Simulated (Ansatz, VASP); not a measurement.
**KCl in VASP and in Ansatz**

```
CELL_PARAMETERS angstrom
3.83757 0.00000 0.00000
0.00000 3.83757 0.00000
0.00000 0.00000 3.83757
ATOMIC_POSITIONS crystal
K 0.00000 0.00000 0.00000
Cl 0.50000 0.50000 0.50000
```

Alike in both runs: functional PBE; k mesh 6 × 6 × 6; occupations gaussian, width 0.02 eV; no spin polarisation.

Ansatz relaxed the structure, and its values are those at the end. VASP's run is a single point on that final structure, the one shown.

```csv
,VASP,Ansatz
version,VASP 6.6.1,Ansatz 0.2.0
potentials or method,"VASP PAW PBE potentials, release 64 (K_sv, Cl), cutoff 520 eV","scalar-relativistic, plane waves, PAW"
valence electrons in the cell,16,16
```

|  | VASP | Ansatz | Ansatz less VASP |
| --- | --- | --- | --- |
| gap on the k mesh at the Fermi level (eV) | 4.80 | 4.80 | +0.001 |
| least direct gap on the mesh (eV) | 5.01 | 5.01 | 0.000 |
| pressure (GPa) | 0.0 | 0.0 | -0.01 |
